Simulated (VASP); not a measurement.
# BN in VASP: relaxation of the atoms with PBE+D3(BJ)

Aim: the relaxation of the atoms of BN with PBE+D3(BJ).

Everything below comes from runs of VASP 6.6.1. Logs are shortened: lines on timing, memory, paths and dates and some standing lists are left out, and cuts for length are marked.

### Step 1. The cell of the first run

The cell holds a slab with vacuum, 4 atoms: a = 2.502 Å, b = 2.502 Å, c = 23.495 Å, α = 90.00°, β = 90.00°, γ = 60.04°.

### Step 2. Relaxation of the atoms, PBE+D3(BJ)

File INCAR:

```
ALGO = Normal ; DIPOL = 0.5 0.5 0.500
EDIFF = 1E-6 ; EDIFFG = -0.04
ENCUT = 520 ; GGA = PE
IBRION = 2 ; IDIPOL = 3
ISIF = 2 ; ISMEAR = 0
IVDW = 12 ; LASPH = True
LCHARG = False ; LDIPOL = True
LREAL = False ; LWAVE = False
NELM = 80 ; NSW = 60
PREC = Accurate ; SIGMA = 0.05
```

File KPOINTS:

```
k-points
0
Gamma
  12 12 1
```

File POSCAR:

```
BN
1.0
    2.5017062500      0.0000000000      0.0000000000
    1.2492946900      2.1674401800      0.0000000000
    0.0000000000      0.0000000000     23.4953159053
B N
2 2
Direct
    0.4999513500      0.4999513500      0.4256167502
    0.9999513500      0.9999513500      0.5743832498
    0.8333486600      0.8333486600      0.4256167502
    0.3333486600      0.3333486600      0.5743832498
```

Potentials or basis: VASP PAW PBE potentials, release 64 (B, N).

Launch:

```sh
$ cat potpaw_PBE.64/B/POTCAR potpaw_PBE.64/N/POTCAR > POTCAR
$ mpirun -np 1 vasp_std > vasp.out
```

OUTCAR:

```text
EDIFF = 1E-6
   EDIFFG = -0.04
   ENCUT = 520
   GGA = PE
   IBRION = 2
   ISIF = 2
   ISMEAR = 0
   IVDW = 12
   LASPH = True
   LREAL = False
   NELM = 80
   NSW = 60
   PREC = Accurate
 IVDW          = 12

 ion  position               nearest neighbor table
   1  0.500  0.500  0.426-   3 1.44   3 1.44   3 1.44
   2  1.000  1.000  0.574-   4 1.44   4 1.44   4 1.44
   3  0.833  0.833  0.426-   1 1.44   1 1.44   1 1.44
   4  0.333  0.333  0.574-   2 1.44   2 1.44   2 1.44

  LATTYP: Found a base centered orthorhombic cell.
 ALAT       =     2.5032641989
 B/A-ratio  =     1.7306133630
 C/A-ratio  =     9.3858714216

  Lattice vectors:

 A1 = (  -1.2492946900,  -2.1674401800,   0.0000000000)
 A2 = (   2.5017062500,   0.0000000000,   0.0000000000)
 A3 = (   0.0000000000,   0.0000000000,  23.4953159053)

Analysis of symmetry for initial positions (statically):
=====================================================================
 Subroutine PRICEL returns:
 Original cell was already a primitive cell.

 Routine SETGRP: Setting up the symmetry group for a
 base centered orthorhombic supercell.

 Subroutine GETGRP returns: Found  4 space group operations
 (whereof  2 operations were pure point group operations)
 out of a pool of  8 trial point group operations.

The static configuration has the point symmetry C_1h.
 The point group associated with its full space group is C_2v.

Analysis of symmetry for dynamics (positions and initial velocities):
=====================================================================
 Subroutine PRICEL returns:
 Original cell was already a primitive cell.

 Routine SETGRP: Setting up the symmetry group for a
 base centered orthorhombic supercell.

 Subroutine GETGRP returns: Found  4 space group operations
 (whereof  2 operations were pure point group operations)
 out of a pool of  8 trial point group operations.

The dynamic configuration has the point symmetry C_1h.
 The point group associated with its full space group is C_2v.

 Subroutine INISYM returns: Found  4 space group operations
 (whereof  2 operations are pure point group operations),
 and found     1 'primitive' translations

----------------------------------------------------------------------------------------

                                     Primitive cell

  volume of cell :     127.3986

  direct lattice vectors                    reciprocal lattice vectors
     2.501706250  0.000000000  0.000000000     0.399727186 -0.230399462  0.000000000
     1.249294690  2.167440180  0.000000000     0.000000000  0.461373748  0.000000000
     0.000000000  0.000000000 23.495315905     0.000000000  0.000000000  0.042561675

  length of vectors
     2.501706250  2.501706249 23.495315905     0.461373748  0.461373748  0.042561675

  position of ions in fractional coordinates (direct lattice)
     0.499951350  0.499951350  0.425616750
     0.999951350  0.999951350  0.574383250
     0.833348660  0.833348660  0.425616750
     0.333348660  0.333348660  0.574383250

  ion indices of the primitive-cell ions
   primitive index   ion index
                 1           1
                 2           2
                 3           3
                 4           4

----------------------------------------------------------------------------------------

 KPOINTS: k-points

Automatic generation of k-mesh.
 Grid dimensions read from file:
 generate k-points for:   12   12    1

 Generating k-lattice:

  Cartesian coordinates                     Fractional coordinates (reciprocal lattice)
     0.033310599 -0.019199955  0.000000000     0.083333333  0.000000000  0.000000000
     0.000000000  0.038447812  0.000000000     0.000000000  0.083333333  0.000000000
     0.000000000  0.000000000  0.042561675     0.000000000  0.000000000  1.000000000

  Length of vectors
     0.038447812  0.038447812  0.042561675

  Shift w.r.t. Gamma in fractional coordinates (k-lattice)
     0.000000000  0.000000000  0.000000000

 Subroutine IBZKPT returns following result:
 ===========================================

 Found     43 irreducible k-points:

 Following reciprocal coordinates:
            Coordinates               Weight
  0.000000  0.000000  0.000000      1.000000
  0.083333 -0.000000  0.000000      4.000000
  0.166667 -0.000000  0.000000      4.000000
  0.250000 -0.000000  0.000000      4.000000
  0.333333 -0.000000  0.000000      4.000000
  0.416667 -0.000000  0.000000      4.000000
[... 16 lines left out ...]
  0.500000  0.166667  0.000000      4.000000
 -0.416667  0.166667  0.000000      4.000000
 [... further k-points ...]
   k-points           NKPTS =     43   k-points in BZ     NKDIM =     43   number of bands    NBANDS=     12
   number of dos      NEDOS =    301   number of ions     NIONS =      4
   total plane-waves  NPLWV =  72000
   dimension x,y,z NGX =    20 NGY =   20 NGZ =  180
   dimension x,y,z NGXF=    40 NGYF=   40 NGZF=  360
   ions per type =               2   2
   NGX,Y,Z   is equivalent  to a cutoff of  13.29, 13.29, 12.74 a.u.
   NGXF,Y,Z  is equivalent  to a cutoff of  26.58, 26.58, 25.47 a.u.
 SYSTEM =  unknown system
   PREC   = accura    normal or accurate (medium, high low for compatibility)
   ISTART =      0    job   : 0-new  1-cont  2-samecut
   ICHARG =      2    charge: 1-file 2-atom 10-const
   ISPIN  =      1    spin polarized calculation?
   LNONCOLLINEAR =      F non collinear calculations
   LSORBIT =      F    spin-orbit coupling
   LASPH  =      T    aspherical Exc in radial PAW
   ENCUT  =  520.0 eV  38.22 Ry    6.18 a.u.   4.65  4.65 43.69*2*pi/ulx,y,z
   NELM   =     80;   NELMIN=  2; NELMDL= -5     # of ELM steps
   EDIFF  = 0.1E-05   stopping-criterion for ELM
   LREAL  =      F    real-space projection
   EDIFFG = -.4E-01   stopping-criterion for IOM
   NSW    =     60    number of steps for IOM
   IBRION =      2    ionic relax: 0-MD 1-quasi-New 2-CG
   NFREE  =      1    steps in history (QN), initial steepest desc. (CG)
   ISIF   =      2    stress and relaxation
   ISYM   =      2    0-nonsym 1-usesym 2-fastsym
   POTIM  = 0.5000    time-step for ionic-motion
   TEBEG  =    0.0;   TEEND  =   0.0 temperature during run
   PSTRESS=    0.0 pullay stress
   NELECT =      16.0000    total number of electrons
   NUPDOWN=      -1.0000    fix difference up-down
   EMIN   =  10.00;   EMAX   =-10.00  energy-range for DOS
   EFERMI =   0.00;   METHOD = LEGACY
   ISMEAR =     0;   SIGMA  =   0.05  broadening in eV -4-tet -1-fermi 0-gaus
   EFERMI_NEDOS =   21; number of points for ismear=-14 and -15
   IALGO  =     38    algorithm
   IMIX   =      4    mixing-type and parameters
     AMIX     =   0.40;   BMIX     =  1.00
     AMIX_MAG =   1.60;   BMIX_MAG =  1.00
  volume/ion in A,a.u.               =      31.85       214.93
  Fermi-wavevector in a.u.,A,eV,Ry     =   0.819835  1.549264  9.144881  0.672130
  Thomas-Fermi vector in A             =   1.930711
   LORBIT       =      0    0 simple, 1 ext, 2 COOP (PROOUT), +10 PAW based schemes
   GGA     = PE    functional components
   LHFCALC =     F    Hartree Fock is set to
   AEXX    =    0.0000 exact exchange contribution
   IVDW    =    12    specifies the selected vdW correction
   LEPSILON=     F    determine dielectric tensor
   LRPA    =     F    only Hartree local field effects (RPA)
 conjugate gradient relaxation of ions
 non-spin polarized calculation
 Gauss-broadening in eV      SIGMA  =   0.05
  energy-cutoff  :      520.00
  volume of cell :      127.40
 maximum number of plane-waves:      3464
   NGX =  9   NGY =  9   NGZ = 87

 number of electron      15.9999999 magnetization

 dipolmoment           0.000000      0.000000     -0.000000 electrons x Angstroem

 Free energy of the ion-electron system (eV)
  ---------------------------------------------------
  ext. energy  EPLUGINS =         0.00000000
  ---------------------------------------------------
  free energy    TOTEN  =       -35.18543373 eV

  energy without entropy =      -35.18543373  energy(sigma->0) =      -35.18543373

 E-fermi :  -3.2307     XC(G=0):  -3.2652

 val. band max:       -3.4692589190   @ k =  -0.3333   0.3333   0.0000
 cond. band min:       0.8213081992   @ k =   0.5000   0.5000   0.0000
 fundamental gap:      4.2905671183
 Fermi energy:        -3.2306608740

 k-point     1 :       0.0000    0.0000    0.0000
  band No.  band energies     occupation
      1     -21.2530      2.00000
      2     -21.1552      2.00000
      3      -9.1815      2.00000
      4      -8.3713      2.00000
      5      -4.8665      2.00000
      6      -4.8547      2.00000
      7      -4.8531      2.00000
      8      -4.8491      2.00000
      9       1.2262      0.00000
     10       1.7338      0.00000
     11       2.3498      0.00000
     12       3.1423      0.00000

 k-point     2 :       0.0833   -0.0000    0.0000
  band No.  band energies     occupation
      1     -21.1184      2.00000
      2     -21.0222      2.00000
      3      -8.9983      2.00000
      4      -8.1963      2.00000
      5      -5.4203      2.00000
      6      -5.4155      2.00000
      7      -5.1123      2.00000
      8      -5.1121      2.00000
      9       1.4593      0.00000
     10       1.9502      0.00000
     11       2.5730      0.00000
     12       3.3617      0.00000
[... 301 lines left out ...]
 k-point    23 :       0.5000    0.1667    0.0000
  band No.  band energies     occupation
      1     -18.2235      2.00000
      2     -18.1829      2.00000
      3     -11.5998      2.00000
      4     -11.5910      2.00000
      5      -8.8445      2.00000
      6      -8.8166      2.00000
      7      -4.8049      2.00000
      8      -4.4007      2.00000
      9       1.9576      0.00000
     10       1.9736      0.00000
     11       6.9268      0.00000
     12       7.6440      0.00000

 k-point    24 :      -0.4167    0.1667    0.0000
  band No.  band energies     occupation
      1     -17.8691      2.00000
      2     -17.8666      2.00000
      3     -12.1025      2.00000
      4     -12.1022      2.00000
      5      -9.0191      2.00000
      6      -8.9867      2.00000
      7      -4.0865      2.00000
      8      -4.0741      2.00000
      9       1.2849      0.00000
     10       1.3736      0.00000
     11       8.0200      0.00000
     12       8.1261      0.00000

 [... further k-points ...]

------------------------ aborting loop because EDIFF is reached ----------------------------------------

 vacuum level on the upper side and lower side of the slab       (xc-potential included)        -0.238        -0.238

 Edisp (eV)   -0.41145

 E8    (eV) :    -0.1263

  FORCE on cell =-STRESS in cart. coord.  units (eV):
  Direction    XX          YY          ZZ          XY          YZ          ZX
  --------------------------------------------------------------------------------------
  -------------------------------------------------------------------------------------
  Total       0.58970     0.55549    -0.12160     0.02968     0.00000    -0.00000
  in kB       7.41618     6.98588    -1.52921     0.37327     0.00000    -0.00000
  external pressure =        4.29 kB  Pullay stress =        0.00 kB

 VOLUME and BASIS-vectors are now :
 -----------------------------------------------------------------------------
  energy-cutoff  :      520.00
  volume of cell :      127.40
      direct lattice vectors                 reciprocal lattice vectors
     2.501706250  0.000000000  0.000000000     0.399727186 -0.230399462  0.000000000
     1.249294690  2.167440180  0.000000000     0.000000000  0.461373748  0.000000000
     0.000000000  0.000000000 23.495315905     0.000000000  0.000000000  0.042561675

 POSITION                                       TOTAL-FORCE (eV/Angst)
 -----------------------------------------------------------------------------------
      1.87532      1.08361     10.00000        -0.003707     -0.002142      0.025008
      3.75082      2.16733     13.49532        -0.003707     -0.002142     -0.025008
      3.12589      1.80623     10.00000         0.003707      0.002142     -0.000977
      1.25039      0.72251     13.49532         0.003707      0.002142      0.000977
 -----------------------------------------------------------------------------------
    total drift:                                0.000027      0.000016      0.000000

  FREE ENERGIE OF THE ION-ELECTRON SYSTEM (eV)
  ---------------------------------------------------
  free  energy   TOTEN  =       -35.5968792927 eV

  energy  without entropy=      -35.5968792927  energy(sigma->0) =      -35.59687929

 reached required accuracy - stopping structural energy minimisation

 vacuum level on the upper side and lower side of the slab         2.097         2.097
```

Run time: 59 s. Hardware: 1 thread of Intel Xeon Platinum 8488C (Sapphire Rapids), shared host; peak memory 0.28 GiB.

What came out:

```yaml
Free_energy: -35.5969 eV
Largest_force_after_relaxing: 0.025 eV/Å
Band_gap_on_the_k_mesh: 4.29 eV (least direct gap 4.49 eV)
Dispersion_energy_per_atom: -0.103 eV
```

Forces on the atoms (eV/Å):
```
B   -0.004 -0.002  0.025
B   -0.004 -0.002 -0.025
N    0.004  0.002 -0.001
N    0.004  0.002  0.001
```

Final structure:
```xyz
4
Lattice="2.5017 0.0000 0.0000 1.2493 2.1674 0.0000 0.0000 0.0000 23.4953" Properties=species:S:1:pos:R:3 pbc="T T T"
B     1.8753    1.0836   10.0000
B     3.7508    2.1673   13.4953
N     3.1259    1.8062   10.0000
N     1.2504    0.7225   13.4953
```

Caveat: the relaxation stopped at its first step, so nothing moved.
